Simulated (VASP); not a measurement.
Re: single point with PBE

Crystal: Re.

```
CELL_PARAMETERS angstrom
0.00000 2.06270 1.67883
2.06270 0.00000 1.67883
2.06270 2.06270 0.00000
ATOMIC_POSITIONS crystal
Re 0.00000 0.00000 0.00000
```

This cell differs from its parent crystal: volume 14.286 Å^3 an atom, c/a of the conventional cell 0.8139.

- Program: VASP 6.6.1
- Task: single point
- Functional: PBE
- Potentials or basis: VASP PAW PBE potentials, release 64 (Re)
- Cutoff: 520 eV
- k mesh: 10 × 10 × 10
- Occupations: gaussian, width 0.15 eV
- Spin: no spin polarisation

```
Pressure : 22.7 GPa
```

Stress tensor (GPa, compression positive):
```
16.64  0.00  0.00
 0.00 16.64  0.00
 0.00  0.00 34.77
```

Levels at points of the mesh, in eV from the Fermi level:
```
           k point  band 1  band 2  band 3  band 4  band 5  band 6  band 7
(0.00, 0.00, 0.00)  -10.66   -2.83   -2.83   -1.11   -0.19    1.94   14.43
(0.50, 0.00, 0.00)   -7.43   -4.07   -0.52    0.08    2.50    4.71   10.47
(0.50, 0.50, 0.00)   -7.30   -6.86    3.77    4.33    4.33    5.93    9.97
(0.50, 0.00, 0.50)   -7.46   -5.91    1.24    2.60    2.94    5.26   11.81
```

Wall time 8.8 s on 1 thread of Intel Xeon 6975P-C, on a shared host, peak memory 0.14 GiB.

Caveat: spin-orbit coupling is left out, which moves the levels of the heavy elements.
